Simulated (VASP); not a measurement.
# Re (Pm-3m) in VASP: relaxation of cell and atoms with PBEsol

Aim: the relaxation of cell and atoms of Re with PBEsol.

Program: VASP 6.6.1. These are calculated values, not measurements. Logs are shortened: lines on timing, memory, paths and dates and some standing lists are left out, and cuts for length are marked.

**1. The cell of the first run**

Symmetry: Pm-3m, No. 221, cubic system. The conventional cell has a = 2.505 Å, b = 2.505 Å, c = 2.505 Å, α = 90.00°, β = 90.00°, γ = 90.00°. Re (site symmetry m-3m) has 6 Re at 2.51 Å within 3.3 Å.

**2. Relaxation of cell and atoms, PBEsol**

INCAR reads:

```
SYSTEM = Re
ALGO = Normal
EDIFF = 1E-7
EDIFFG = -0.005
ENCUT = 500
GGA = PS
GGA_COMPAT = .FALSE.
IBRION = 2
ISIF = 3
ISMEAR = -1
LASPH = .TRUE.
LCHARG = .FALSE.
LREAL = .FALSE.
LWAVE = .FALSE.
NELM = 120
NELMIN = 4
NSW = 60
PREC = Accurate
SIGMA = 0.1
```

KPOINTS reads:

```
k-points
0
G
  15 15 15
  0 0 0
```

POSCAR reads:

```
Re
1.0
    2.5050819293      0.0000000000      0.0000000000
    0.0000000000      2.5050819293      0.0000000000
    0.0000000000      0.0000000000      2.5050819293
Re
1
Direct
    0.0000000000      0.0000000000      0.0000000000
```

Potentials or basis: VASP PAW PBE potentials, release 64 (Re_sv_GW).

Launch:

```bash
cat potpaw_PBE.64/Re_sv_GW/POTCAR > POTCAR
mpirun -np 1 vasp_std > vasp.out
```

OUTCAR:

```text
SYSTEM = Re
   EDIFF = 1E-7
   EDIFFG = -0.005
   ENCUT = 500
   GGA = PS
   IBRION = 2
   ISIF = 3
   ISMEAR = -1
   LASPH = .TRUE.
   LREAL = .FALSE.
   NELM = 120
   NELMIN = 4
   NSW = 60
   PREC = Accurate

 ion  position               nearest neighbor table
   1  0.000  0.000  0.000-

  LATTYP: Found a simple cubic cell.
 ALAT       =     2.5050819293

  Lattice vectors:

 A1 = (   2.5050819293,   0.0000000000,   0.0000000000)
 A2 = (   0.0000000000,   2.5050819293,   0.0000000000)
 A3 = (   0.0000000000,   0.0000000000,   2.5050819293)

Analysis of symmetry for initial positions (statically):
=====================================================================
 Subroutine PRICEL returns:
 Original cell was already a primitive cell.

 Routine SETGRP: Setting up the symmetry group for a
 simple cubic supercell.

 Subroutine GETGRP returns: Found 48 space group operations
 (whereof 48 operations were pure point group operations)
 out of a pool of 48 trial point group operations.

The static configuration has the point symmetry O_h .

Analysis of symmetry for dynamics (positions and initial velocities):
=====================================================================
 Subroutine PRICEL returns:
 Original cell was already a primitive cell.

 Routine SETGRP: Setting up the symmetry group for a
 simple cubic supercell.

 Subroutine GETGRP returns: Found 48 space group operations
 (whereof 48 operations were pure point group operations)
 out of a pool of 48 trial point group operations.

The dynamic configuration has the point symmetry O_h .

 Subroutine INISYM returns: Found 48 space group operations
 (whereof 48 operations are pure point group operations),
 and found     1 'primitive' translations

----------------------------------------------------------------------------------------

                                     Primitive cell

  volume of cell :      15.7205

  direct lattice vectors                    reciprocal lattice vectors
     2.505081929  0.000000000  0.000000000     0.399188541  0.000000000  0.000000000
     0.000000000  2.505081929  0.000000000     0.000000000  0.399188541  0.000000000
     0.000000000  0.000000000  2.505081929     0.000000000  0.000000000  0.399188541

  length of vectors
     2.505081929  2.505081929  2.505081929     0.399188541  0.399188541  0.399188541

  position of ions in fractional coordinates (direct lattice)
     0.000000000  0.000000000  0.000000000

  ion indices of the primitive-cell ions
   primitive index   ion index
                 1           1

----------------------------------------------------------------------------------------

 KPOINTS: k-points

Automatic generation of k-mesh.
 Grid dimensions read from file:
 generate k-points for:   15   15   15

 Generating k-lattice:

  Cartesian coordinates                     Fractional coordinates (reciprocal lattice)
     0.026612569  0.000000000  0.000000000     0.066666667  0.000000000  0.000000000
     0.000000000  0.026612569  0.000000000     0.000000000  0.066666667  0.000000000
     0.000000000  0.000000000  0.026612569     0.000000000  0.000000000  0.066666667

  Length of vectors
     0.026612569  0.026612569  0.026612569

  Shift w.r.t. Gamma in fractional coordinates (k-lattice)
     0.000000000  0.000000000  0.000000000

 Subroutine IBZKPT returns following result:
 ===========================================

 Found    120 irreducible k-points:

 Following reciprocal coordinates:
            Coordinates               Weight
  0.000000  0.000000  0.000000      1.000000
  0.066667  0.000000  0.000000      6.000000
  0.133333  0.000000  0.000000      6.000000
  0.200000  0.000000  0.000000      6.000000
  0.266667  0.000000  0.000000      6.000000
  0.333333  0.000000  0.000000      6.000000
[... 16 lines left out ...]
  0.266667  0.200000  0.000000     24.000000
  0.333333  0.200000  0.000000     24.000000
 [... further k-points ...]
   k-points           NKPTS =    120   k-points in BZ     NKDIM =    120   number of bands    NBANDS=     11
   number of dos      NEDOS =    301   number of ions     NIONS =      1
   total plane-waves  NPLWV =   5832
   dimension x,y,z NGX =    18 NGY =   18 NGZ =   18
   dimension x,y,z NGXF=    36 NGYF=   36 NGZF=   36
   ions per type =               1
   NGX,Y,Z   is equivalent  to a cutoff of  11.95, 11.95, 11.95 a.u.
   NGXF,Y,Z  is equivalent  to a cutoff of  23.89, 23.89, 23.89 a.u.
 SYSTEM =  Re
   PREC   = accura    normal or accurate (medium, high low for compatibility)
   ISTART =      0    job   : 0-new  1-cont  2-samecut
   ICHARG =      2    charge: 1-file 2-atom 10-const
   ISPIN  =      1    spin polarized calculation?
   LNONCOLLINEAR =      F non collinear calculations
   LSORBIT =      F    spin-orbit coupling
   LASPH  =      T    aspherical Exc in radial PAW
   ENCUT  =  500.0 eV  36.75 Ry    6.06 a.u.   4.57  4.57  4.57*2*pi/ulx,y,z
   NELM   =    120;   NELMIN=  4; NELMDL= -5     # of ELM steps
   EDIFF  = 0.1E-06   stopping-criterion for ELM
   LREAL  =      F    real-space projection
   EDIFFG = -.5E-02   stopping-criterion for IOM
   NSW    =     60    number of steps for IOM
   IBRION =      2    ionic relax: 0-MD 1-quasi-New 2-CG
   NFREE  =      1    steps in history (QN), initial steepest desc. (CG)
   ISIF   =      3    stress and relaxation
   ISYM   =      2    0-nonsym 1-usesym 2-fastsym
   POTIM  = 0.5000    time-step for ionic-motion
   TEBEG  =    0.0;   TEEND  =   0.0 temperature during run
   PSTRESS=    0.0 pullay stress
   NELECT =      15.0000    total number of electrons
   NUPDOWN=      -1.0000    fix difference up-down
   EMIN   =  10.00;   EMAX   =-10.00  energy-range for DOS
   EFERMI =   0.00;   METHOD = LEGACY
   ISMEAR =    -1;   SIGMA  =   0.10  broadening in eV -4-tet -1-fermi 0-gaus
   EFERMI_NEDOS =   21; number of points for ismear=-14 and -15
   IALGO  =     38    algorithm
   IMIX   =      4    mixing-type and parameters
     AMIX     =   0.40;   BMIX     =  1.00
     AMIX_MAG =   1.60;   BMIX_MAG =  1.00
  volume/ion in A,a.u.               =      15.72       106.09
  Fermi-wavevector in a.u.,A,eV,Ry     =   1.611697  3.045665 35.342034  2.597566
  Thomas-Fermi vector in A             =   2.707045
   LORBIT       =      0    0 simple, 1 ext, 2 COOP (PROOUT), +10 PAW based schemes
   GGA     = PS    functional components
   LHFCALC =     F    Hartree Fock is set to
   AEXX    =    0.0000 exact exchange contribution
   IVDW    =     0    specifies the selected vdW correction
   LEPSILON=     F    determine dielectric tensor
   LRPA    =     F    only Hartree local field effects (RPA)
 conjugate gradient relaxation of ions
 non-spin polarized calculation
  energy-cutoff  :      500.00
  volume of cell :       15.72
 maximum number of plane-waves:       417
   NGX =  9   NGY =  9   NGZ =  9

--------------------------------------- Ionic step        1  -------------------------------------------

 number of electron      14.9999998 magnetization

 Free energy of the ion-electron system (eV)
  ---------------------------------------------------
  ext. energy  EPLUGINS =         0.00000000
  ---------------------------------------------------
  free energy    TOTEN  =       -13.54708649 eV

  energy without entropy =      -13.50974487  energy(sigma->0) =      -13.52841568

------------------------ aborting loop because EDIFF is reached ----------------------------------------

  FORCE on cell =-STRESS in cart. coord.  units (eV):
  Direction    XX          YY          ZZ          XY          YZ          ZX
  --------------------------------------------------------------------------------------
  -------------------------------------------------------------------------------------
  Total        1.4806259      1.4806259      1.4806259     -0.0000000      0.0000000     -0.0000000
  in kB      150.9003018    150.9003018    150.9003018     -0.0000000      0.0000000     -0.0000000
  external PRESSURE =     150.9003018 kB  Pullay stress =       0.0000000 kB

 VOLUME and BASIS-vectors are now :
 -----------------------------------------------------------------------------
  energy-cutoff  :      500.00
  volume of cell :       15.72
      direct lattice vectors                 reciprocal lattice vectors
     2.505081929  0.000000000  0.000000000     0.399188541  0.000000000  0.000000000
     0.000000000  2.505081929  0.000000000     0.000000000  0.399188541  0.000000000
     0.000000000  0.000000000  2.505081929     0.000000000  0.000000000  0.399188541

 POSITION                                       TOTAL-FORCE (eV/Angst)
 -----------------------------------------------------------------------------------
      0.00000      0.00000      0.00000         0.000000      0.000000      0.000000
 -----------------------------------------------------------------------------------
    total drift:                               -0.000000      0.000000     -0.000000

  FREE ENERGIE OF THE ION-ELECTRON SYSTEM (eV)
  ---------------------------------------------------
  free  energy   TOTEN  =       -13.5470864852 eV

  energy  without entropy=      -13.5097448724  energy(sigma->0) =      -13.52841568

--------------------------------------- Ionic step        2  -------------------------------------------

 number of electron      14.9999995 magnetization

 E-fermi :   9.1683     XC(G=0): -12.6356

 val. band max:        9.1416091095   @ k =   0.3333   0.2000   0.0667
 cond. band min:       9.1704518179   @ k =   0.4667   0.4000   0.0667
 fundamental gap:      0.0288427084
 Fermi energy:         9.1682635682

 k-point     1 :       0.0000    0.0000    0.0000
  band No.  band energies     occupation
      1     -71.1437      2.00000
      2     -32.5398      2.00000
      3     -32.5398      2.00000
      4     -32.5398      2.00000
      5       0.7089      2.00000
      6       4.5846      2.00000
      7       4.5846      2.00000
      8      12.0232      0.00000
      9      12.0232      0.00000
     10      12.0232      0.00000
     11      23.1773      0.00000

 k-point     2 :       0.0667    0.0000    0.0000
  band No.  band energies     occupation
      1     -71.1418      2.00000
      2     -32.5771      2.00000
      3     -32.5373      2.00000
      4     -32.5373      2.00000
      5       0.8393      2.00000
      6       4.6144      2.00000
      7       4.7105      2.00000
      8      11.8477      0.00000
      9      11.8477      0.00000
     10      12.0356      0.00000
     11      22.4041      0.00000
[... 365 lines left out ...]
 POSITION                                       TOTAL-FORCE (eV/Angst)
 -----------------------------------------------------------------------------------
      0.00000      0.00000      0.00000        -0.000000     -0.000000      0.000000
 -----------------------------------------------------------------------------------
    total drift:                               -0.000000      0.000000      0.000000

  FREE ENERGIE OF THE ION-ELECTRON SYSTEM (eV)
  ---------------------------------------------------
  free  energy   TOTEN  =       -13.5811245968 eV

  energy  without entropy=      -13.5396462646  energy(sigma->0) =      -13.56038543

--------------------------------------- Ionic step        4  -------------------------------------------

 number of electron      15.0000007 magnetization

 Free energy of the ion-electron system (eV)
  ---------------------------------------------------
  ext. energy  EPLUGINS =         0.00000000
  ---------------------------------------------------
  free energy    TOTEN  =       -13.58128867 eV

  energy without entropy =      -13.54005954  energy(sigma->0) =      -13.56067410

 E-fermi :  11.5830     XC(G=0): -13.5343

 val. band max:       11.5704117678   @ k =   0.4000   0.3333   0.0667
 cond. band min:      11.5993495112   @ k =   0.4667   0.4667   0.0667
 fundamental gap:      0.0289377435
 Fermi energy:        11.5830174474

 k-point     1 :       0.0000    0.0000    0.0000
  band No.  band energies     occupation
      1     -68.7944      2.00000
      2     -29.9780      2.00000
      3     -29.9780      2.00000
      4     -29.9780      2.00000
      5       2.0432      2.00000
      6       5.9362      2.00000
      7       5.9362      2.00000
      8      15.2279      0.00000
      9      15.2279      0.00000
     10      15.2279      0.00000
     11      26.7799      0.00000

 k-point     2 :       0.0667    0.0000    0.0000
  band No.  band energies     occupation
      1     -68.7900      2.00000
      2     -30.0421      2.00000
      3     -29.9738      2.00000
      4     -29.9738      2.00000
      5       2.1974      2.00000
      6       5.9734      2.00000
      7       6.1012      2.00000
      8      14.9891      0.00000
      9      14.9891      0.00000
     10      15.2447      0.00000
     11      25.9463      0.00000
[... 330 lines left out ...]
 POSITION                                       TOTAL-FORCE (eV/Angst)
 -----------------------------------------------------------------------------------
      0.00000      0.00000      0.00000         0.000000      0.000000      0.000000
 -----------------------------------------------------------------------------------
    total drift:                               -0.000000     -0.000000     -0.000000

  FREE ENERGIE OF THE ION-ELECTRON SYSTEM (eV)
  ---------------------------------------------------
  free  energy   TOTEN  =       -13.5812886660 eV

  energy  without entropy=      -13.5400595361  energy(sigma->0) =      -13.56067410

 reached required accuracy - stopping structural energy minimisation
```

Run time: 38 s. Hardware: 1 thread of Intel Xeon Platinum 8559C (Emerald Rapids), shared host; peak memory 0.14 GiB.

What came out:

- Free energy: -13.5813 eV
- Relaxed volume: 16.48 Å³/atom
- Relaxed cell: a = 2.545 Å, b = 2.545 Å, c = 2.545 Å, α = 90.00°, β = 90.00°, γ = 90.00°
- Space group after relaxing (to 0.05 Å): Pm-3m (No. 221)
- Energy gained by relaxing: 34.2 meV/atom
- Ionic steps: 4
- Pressure after relaxing: 0.0 GPa

Step by step:
```csv
step,energy change (eV),largest force (eV/Å),pressure (GPa),volume (Å³)
1,0.0000,0.0000,15.09,15.72
2,0.2956,0.0000,-31.86,19.34
3,-0.0340,0.0000,-0.94,16.53
4,-0.0342,0.0000,-0.03,16.48
```

Final structure:
```xyz
1
Lattice="2.5450 0.0000 0.0000 0.0000 2.5450 0.0000 0.0000 0.0000 2.5450" Properties=species:S:1:pos:R:3 pbc="T T T"
Re    0.0000    0.0000    0.0000
```

Caveat: the PAW data sets were made with another functional, which shifts forces and pressure a little; spin-orbit coupling is left out, which moves the levels of the heavy elements.
